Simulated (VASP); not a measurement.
# ZnB26As27 (a cell with a defect) in VASP: single point with PBE

Aim: the single point of ZnB26As27 (a cell with a defect) with PBE.

Everything below comes from runs of VASP 6.6.1. Logs are shortened: lines on timing, memory, paths and dates and some standing lists are left out, and cuts for length are marked.

### Step 1. The cell of the first run

The cell holds a defect, 54 atoms: a = 10.134 Å, b = 10.134 Å, c = 10.134 Å, α = 60.00°, β = 60.00°, γ = 60.00°.

### Step 2. Single point, PBE

The input, INCAR:

```
ALGO     = Normal         # electronic algorithm
EDIFF    = 1E-6           # SCF threshold, eV
ENCUT    = 520            # plane-wave cutoff, eV
GGA      = PE             # functional
ISIF     = 2              # what is computed and relaxed
ISMEAR   = -1             # smearing method
LASPH    = T              # aspherical terms in the spheres
LCHARG   = T              # write CHGCAR
LELF     = T              # ELF
LREAL    = Auto         
LVHAR    = T            
LWAVE    = F              # write WAVECAR
NBANDS   = 146            # bands
NELECT   = 226.0        
NELM     = 80             # most SCF steps
PREC     = Accurate       # precision mode
SIGMA    = 0.01           # smearing width, eV
```

The input, KPOINTS:

```
k-points
0
Gamma
  2 2 2
```

The input, POSCAR:

```
ZnB26As27
1.0
    0.0000000000      7.1655000000      7.1655000000
    7.1655000000      0.0000000000      7.1655000000
    7.1655000000      7.1655000000      0.0000000000
Zn B As
1 26 27
Direct
    0.0000000000      0.0000000000      0.0000000000
    0.0010932480      0.0010932480      0.3352378750
    0.0010932480      0.0010932480      0.6625756289
    0.0010932480      0.3352378750      0.0010932480
    0.0002009895      0.3332663368      0.3332663368
    0.0010932480      0.3352378750      0.6625756289
    0.0010932480      0.6625756289      0.0010932480
    0.0010932480      0.6625756289      0.3352378750
    0.0007645143      0.6664118286      0.6664118286
    0.3352378750      0.0010932480      0.0010932480
    0.3332663368      0.0002009895      0.3332663368
    0.3352378750      0.0010932480      0.6625756289
    0.3332663368      0.3332663368      0.0002009895
    0.3332663368      0.3332663368      0.3332663368
    0.3332410807      0.3332410807      0.6667589193
    0.3352378750      0.6625756289      0.0010932480
    0.3332410807      0.6667589193      0.3332410807
    0.3332410807      0.6667589193      0.6667589193
    0.6625756289      0.0010932480      0.0010932480
    0.6625756289      0.0010932480      0.3352378750
    0.6664118286      0.0007645143      0.6664118286
    0.6625756289      0.3352378750      0.0010932480
    0.6667589193      0.3332410807      0.3332410807
    0.6667589193      0.3332410807      0.6667589193
    0.6664118286      0.6664118286      0.0007645143
    0.6667589193      0.6667589193      0.3332410807
    0.6664118286      0.6664118286      0.6664118286
    0.0902986701      0.0902986701      0.0902986701
    0.0824495929      0.0824495929      0.4175504071
    0.0902986701      0.0902986701      0.7291039897
    0.0824495929      0.4175504071      0.0824495929
    0.0824495929      0.4175504071      0.4175504071
    0.0831722812      0.4157599444      0.7505338872
    0.0902986701      0.7291039897      0.0902986701
    0.0831722812      0.7505338872      0.4157599444
    0.0831722812      0.7505338872      0.7505338872
    0.4175504071      0.0824495929      0.0824495929
    0.4175504071      0.0824495929      0.4175504071
    0.4157599444      0.0831722812      0.7505338872
    0.4175504071      0.4175504071      0.0824495929
    0.4166599350      0.4166599350      0.4166599350
    0.4166599350      0.4166599350      0.7500201950
    0.4157599444      0.7505338872      0.0831722812
    0.4166599350      0.7500201950      0.4166599350
    0.4157599444      0.7505338872      0.7505338872
    0.7291039897      0.0902986701      0.0902986701
    0.7505338872      0.0831722812      0.4157599444
    0.7505338872      0.0831722812      0.7505338872
    0.7505338872      0.4157599444      0.0831722812
    0.7500201950      0.4166599350      0.4166599350
    0.7505338872      0.4157599444      0.7505338872
    0.7505338872      0.7505338872      0.0831722812
    0.7505338872      0.7505338872      0.4157599444
    0.7500000000      0.7500000000      0.7500000000
```

Potentials or basis: VASP PAW PBE potentials, release 64 (Zn, B, As).

Launch:

```console
cat potpaw_PBE.64/Zn/POTCAR potpaw_PBE.64/B/POTCAR potpaw_PBE.64/As/POTCAR > POTCAR
mpirun -np 1 vasp_std > vasp.out
```

OUTCAR:

```text
EDIFF = 1E-6
   ENCUT = 520
   GGA = PE
   ISIF = 2
   ISMEAR = -1
   LASPH = T
   LREAL = Auto
   NELECT = 226.0
   NELM = 80
   PREC = Accurate

 ion  position               nearest neighbor table
   1  0.000  0.000  0.000-  28 2.24  30 2.24  34 2.24  46 2.24
   2  0.001  0.001  0.335-  29 2.03  28 2.03  35 2.07  47 2.07
   3  0.001  0.001  0.663-  29 2.03  30 2.03  36 2.07  48 2.07
   4  0.001  0.335  0.001-  31 2.03  28 2.03  33 2.07  49 2.07
   5  0.000  0.333  0.333-  50 2.07  31 2.08  29 2.08  32 2.08
   6  0.001  0.335  0.663-  32 2.03  30 2.03  51 2.07  33 2.07
[... 46 lines left out ...]
  53  0.751  0.751  0.416-  26 2.07  20 2.07   8 2.07  27 2.07
  54  0.750  0.750  0.750-  27 2.07  21 2.07  25 2.07   9 2.07

  LATTYP: Found a face centered cubic cell.
 ALAT       =    14.3310000000

  Lattice vectors:

 A1 = (   0.0000000000,   7.1655000000,   7.1655000000)
 A2 = (   7.1655000000,   0.0000000000,   7.1655000000)
 A3 = (   7.1655000000,   7.1655000000,   0.0000000000)

Analysis of symmetry for initial positions (statically):
=====================================================================
 Subroutine PRICEL returns:
 Original cell was already a primitive cell.

 Routine SETGRP: Setting up the symmetry group for a
 face centered cubic supercell.

 Subroutine GETGRP returns: Found 24 space group operations
 (whereof 24 operations were pure point group operations)
 out of a pool of 48 trial point group operations.

The static configuration has the point symmetry T_d .

Analysis of symmetry for dynamics (positions and initial velocities):
=====================================================================
 Subroutine PRICEL returns:
 Original cell was already a primitive cell.

 Routine SETGRP: Setting up the symmetry group for a
 face centered cubic supercell.

 Subroutine GETGRP returns: Found 24 space group operations
 (whereof 24 operations were pure point group operations)
 out of a pool of 48 trial point group operations.

The dynamic configuration has the point symmetry T_d .

 Subroutine INISYM returns: Found 24 space group operations
 (whereof 24 operations are pure point group operations),
 and found     1 'primitive' translations

----------------------------------------------------------------------------------------

                                     Primitive cell

  volume of cell :     735.8165

  direct lattice vectors                    reciprocal lattice vectors
     0.000000000  7.165500000  7.165500000    -0.069778801  0.069778801  0.069778801
     7.165500000  0.000000000  7.165500000     0.069778801 -0.069778801  0.069778801
     7.165500000  7.165500000  0.000000000     0.069778801  0.069778801 -0.069778801

  length of vectors
    10.133547281 10.133547281 10.133547281     0.120860429  0.120860429  0.120860429

  position of ions in fractional coordinates (direct lattice)
     0.000000000  0.000000000  0.000000000
     0.001093248  0.001093248  0.335237875
     0.001093248  0.001093248  0.662575629
     0.001093248  0.335237875  0.001093248
     0.000200990  0.333266337  0.333266337
     0.001093248  0.335237875  0.662575629
[... 46 lines left out ...]
     0.750533887  0.750533887  0.415759944
     0.750000000  0.750000000  0.750000000

  ion indices of the primitive-cell ions
   primitive index   ion index
                 1           1
                 2           2
                 3           3
                 4           4
                 5           5
                 6           6
[... 46 lines left out ...]
                53          53
                54          54

----------------------------------------------------------------------------------------

 KPOINTS: k-points

Automatic generation of k-mesh.
 Grid dimensions read from file:
 generate k-points for:    2    2    2

 Generating k-lattice:

  Cartesian coordinates                     Fractional coordinates (reciprocal lattice)
    -0.034889401  0.034889401  0.034889401     0.500000000  0.000000000  0.000000000
     0.034889401 -0.034889401  0.034889401     0.000000000  0.500000000  0.000000000
     0.034889401  0.034889401 -0.034889401     0.000000000  0.000000000  0.500000000

  Length of vectors
     0.060430214  0.060430214  0.060430214

  Shift w.r.t. Gamma in fractional coordinates (k-lattice)
     0.000000000  0.000000000  0.000000000

 Subroutine IBZKPT returns following result:
 ===========================================

 Found      3 irreducible k-points:

 Following reciprocal coordinates:
            Coordinates               Weight
  0.000000  0.000000  0.000000      1.000000
  0.500000  0.000000  0.000000      4.000000
  0.500000  0.500000  0.000000      3.000000
   k-points           NKPTS =      3   k-points in BZ     NKDIM =      3   number of bands    NBANDS=    146
   number of dos      NEDOS =    301   number of ions     NIONS =     54
   total plane-waves  NPLWV = 512000
   dimension x,y,z NGX =    80 NGY =   80 NGZ =   80
   dimension x,y,z NGXF=   160 NGYF=  160 NGZF=  160
   ions per type =               1  26  27
   NGX,Y,Z   is equivalent  to a cutoff of  13.12, 13.12, 13.12 a.u.
   NGXF,Y,Z  is equivalent  to a cutoff of  26.25, 26.25, 26.25 a.u.
 SYSTEM =  unknown system
   PREC   = accura    normal or accurate (medium, high low for compatibility)
   ISTART =      0    job   : 0-new  1-cont  2-samecut
   ICHARG =      2    charge: 1-file 2-atom 10-const
   ISPIN  =      1    spin polarized calculation?
   LNONCOLLINEAR =      F non collinear calculations
   LSORBIT =      F    spin-orbit coupling
   LASPH  =      T    aspherical Exc in radial PAW
   ENCUT  =  520.0 eV  38.22 Ry    6.18 a.u.  18.84 18.84 18.84*2*pi/ulx,y,z
   NELM   =     80;   NELMIN=  2; NELMDL= -5     # of ELM steps
   EDIFF  = 0.1E-05   stopping-criterion for ELM
   LREAL  =      T    real-space projection
   EDIFFG = 0.1E-04   stopping-criterion for IOM
   NSW    =      0    number of steps for IOM
   IBRION =     -1    ionic relax: 0-MD 1-quasi-New 2-CG
   NFREE  =      0    steps in history (QN), initial steepest desc. (CG)
   ISIF   =      2    stress and relaxation
   ISYM   =      2    0-nonsym 1-usesym 2-fastsym
   POTIM  = 0.5000    time-step for ionic-motion
   TEBEG  =    0.0;   TEEND  =   0.0 temperature during run
   PSTRESS=    0.0 pullay stress
   NELECT =     226.0000    total number of electrons
   NUPDOWN=      -1.0000    fix difference up-down
   EMIN   =  10.00;   EMAX   =-10.00  energy-range for DOS
   EFERMI =   0.00;   METHOD = LEGACY
   ISMEAR =    -1;   SIGMA  =   0.01  broadening in eV -4-tet -1-fermi 0-gaus
   EFERMI_NEDOS =   21; number of points for ismear=-14 and -15
   IALGO  =     38    algorithm
   IMIX   =      4    mixing-type and parameters
     AMIX     =   0.40;   BMIX     =  1.00
     AMIX_MAG =   1.60;   BMIX_MAG =  1.00
  volume/ion in A,a.u.               =      13.63        91.95
  Fermi-wavevector in a.u.,A,eV,Ry     =   1.104556  2.087309 16.599711  1.220044
  Thomas-Fermi vector in A             =   2.241031
   LORBIT       =      0    0 simple, 1 ext, 2 COOP (PROOUT), +10 PAW based schemes
   GGA     = PE    functional components
   LHFCALC =     F    Hartree Fock is set to
   AEXX    =    0.0000 exact exchange contribution
   IVDW    =     0    specifies the selected vdW correction
   LEPSILON=     F    determine dielectric tensor
   LRPA    =     F    only Hartree local field effects (RPA)
 non-spin polarized calculation
  energy-cutoff  :      520.00
  volume of cell :      735.82
 maximum number of plane-waves:     19902
 NGX is ok and might be reduce to    80
   NGX = 37   NGY = 37   NGZ = 37

 number of electron     226.0000013 magnetization

 Free energy of the ion-electron system (eV)
  ---------------------------------------------------
  ext. energy  EPLUGINS =         0.00000000
  ---------------------------------------------------
  free energy    TOTEN  =      -293.43328793 eV

  energy without entropy =     -293.43328793  energy(sigma->0) =     -293.43328793

 E-fermi :   6.7485     XC(G=0): -10.6483

 val. band max:        6.5015568951   @ k =   0.0000   0.0000   0.0000
 cond. band min:       7.3691283487   @ k =   0.0000   0.0000   0.0000
 fundamental gap:      0.8675714536
 Fermi energy:         6.7484722666

 k-point     1 :       0.0000    0.0000    0.0000
  band No.  band energies     occupation
      1      -9.3115      2.00000
      2      -7.6569      2.00000
      3      -7.6569      2.00000
      4      -7.6569      2.00000
      5      -7.6269      2.00000
      6      -7.5888      2.00000
[... 117 lines left out ...]
    124       8.5445      0.00000
    125       8.5445      0.00000

 k-point     2 :       0.5000    0.0000    0.0000
  band No.  band energies     occupation
      1      -8.9100      2.00000
      2      -8.8107      2.00000
      3      -7.7556      2.00000
      4      -7.7554      2.00000
      5      -7.7554      2.00000
      6      -7.6963      2.00000
[... 117 lines left out ...]
    124       8.9149      0.00000
    125       8.9149      0.00000

 k-point     3 :       0.5000    0.5000    0.0000
  band No.  band energies     occupation
      1      -8.7502      2.00000
      2      -8.6817      2.00000
      3      -8.1762      2.00000
      4      -8.1572      2.00000
      5      -8.1572      2.00000
      6      -7.9500      2.00000
[... 117 lines left out ...]
    124       9.4276      0.00000
    125       9.5228      0.00000
 [bands above 125 left out]

------------------------ aborting loop because EDIFF is reached ----------------------------------------

  FORCE on cell =-STRESS in cart. coord.  units (eV):
  Direction    XX          YY          ZZ          XY          YZ          ZX
  --------------------------------------------------------------------------------------
  -------------------------------------------------------------------------------------
  Total       40.2256791     40.2256791     40.2256791     -0.0000000     -0.0000000      0.0000000
  in kB       87.5879720     87.5879720     87.5879720     -0.0000000     -0.0000000      0.0000000
  external PRESSURE =      87.5879720 kB  Pullay stress =       0.0000000 kB

 VOLUME and BASIS-vectors are now :
 -----------------------------------------------------------------------------
  energy-cutoff  :      520.00
  volume of cell :      735.82
      direct lattice vectors                 reciprocal lattice vectors
     0.000000000  7.165500000  7.165500000    -0.069778801  0.069778801  0.069778801
     7.165500000  0.000000000  7.165500000     0.069778801 -0.069778801  0.069778801
     7.165500000  7.165500000  0.000000000     0.069778801  0.069778801 -0.069778801

 POSITION                                       TOTAL-FORCE (eV/Angst)
 -----------------------------------------------------------------------------------
      0.00000      0.00000      0.00000         0.000000     -0.000000     -0.000000
      2.40998      2.40998      0.01567         0.007588      0.007588     -0.003019
      4.75552      4.75552      0.01567        -0.007588     -0.007588     -0.003019
      2.40998      0.01567      2.40998         0.007588     -0.003019      0.007588
      4.77604      2.38946      2.38946         0.000328     -0.000328     -0.000328
      7.14983      4.75552      2.40998         0.003019     -0.007588      0.007588
[... 46 lines left out ...]
      8.35708      8.35708     10.75590         0.000423      0.000423     -0.009078
     10.74825     10.74825     10.74825         0.000000     -0.000000     -0.000000
 -----------------------------------------------------------------------------------
    total drift:                                0.000003      0.000003      0.000003

  FREE ENERGIE OF THE ION-ELECTRON SYSTEM (eV)
  ---------------------------------------------------
  free  energy   TOTEN  =      -293.4332879320 eV

  energy  without entropy=     -293.4332879320  energy(sigma->0) =     -293.43328793
```

Run time: 16 min. Hardware: 1 thread of AMD EPYC 7R13 (Zen 3), shared host; peak memory 1.1 GiB.

Results:

| Item | Value |
| --- | --- |
| Free energy | -293.4333 eV |
| Largest force | 0.025 eV/Å |

Forces in eV/Å, atoms in the order of the input:
```
Zn   0.000  0.000  0.000
B    0.008  0.008 -0.003
B   -0.008 -0.008 -0.003
B    0.008 -0.003  0.008
B    0.000  0.000  0.000
B    0.003 -0.008  0.008
B   -0.008 -0.003 -0.008
B    0.003  0.008 -0.008
B    0.010 -0.010 -0.010
B   -0.003  0.008  0.008
B    0.000  0.000  0.000
B   -0.008  0.003  0.008
B    0.000  0.000  0.000
B    0.000  0.000  0.000
B    0.000  0.000  0.004
B   -0.008  0.008  0.003
B    0.000  0.004  0.000
B   -0.004  0.000  0.000
B   -0.003 -0.008 -0.008
B    0.008  0.003 -0.008
B   -0.010  0.010 -0.010
B    0.008 -0.008  0.003
B    0.004  0.000  0.000
B    0.000 -0.004  0.000
B   -0.010 -0.010  0.010
B    0.000  0.000 -0.004
B    0.010  0.010  0.010
As  -0.015 -0.015 -0.015
As   0.000  0.000 -0.001
As   0.015  0.015 -0.015
As   0.000 -0.001  0.000
As   0.001  0.000  0.000
As   0.000  0.000  0.009
As   0.015 -0.015  0.015
As   0.000  0.009  0.000
As  -0.009  0.000  0.000
As  -0.001  0.000  0.000
As   0.000  0.001  0.000
As   0.000  0.000  0.009
As   0.000  0.000  0.001
As  -0.011 -0.011 -0.011
As   0.011  0.011 -0.011
As   0.000  0.009  0.000
As   0.011 -0.011  0.011
As  -0.009  0.000  0.000
As  -0.015  0.015  0.015
As   0.009  0.000  0.000
As   0.000 -0.009  0.000
As   0.009  0.000  0.000
As  -0.011  0.011  0.011
As   0.000 -0.009  0.000
As   0.000  0.000 -0.009
As   0.000  0.000 -0.009
As   0.000  0.000  0.000
```

Levels at points of the mesh, in eV from the Fermi level:
```tsv
k point	band 110	band 111	band 112	band 113	band 114	band 115	band 116	band 117
(0.00, 0.00, 0.00)	-1.33	-0.25	-0.25	-0.25	0.62	0.62	0.70	0.71
(0.50, 0.00, 0.00)	-1.34	-1.34	-0.64	-0.64	1.11	1.11	1.14	1.29
(0.50, 0.50, 0.00)	-1.63	-1.47	-0.88	-0.88	0.81	0.83	1.58	1.68
```

Caveat: the cell carries a net charge on a neutralising background, which shifts energy and pressure; the cell is charged against a uniform background, so pressure and absolute levels hang on convention.
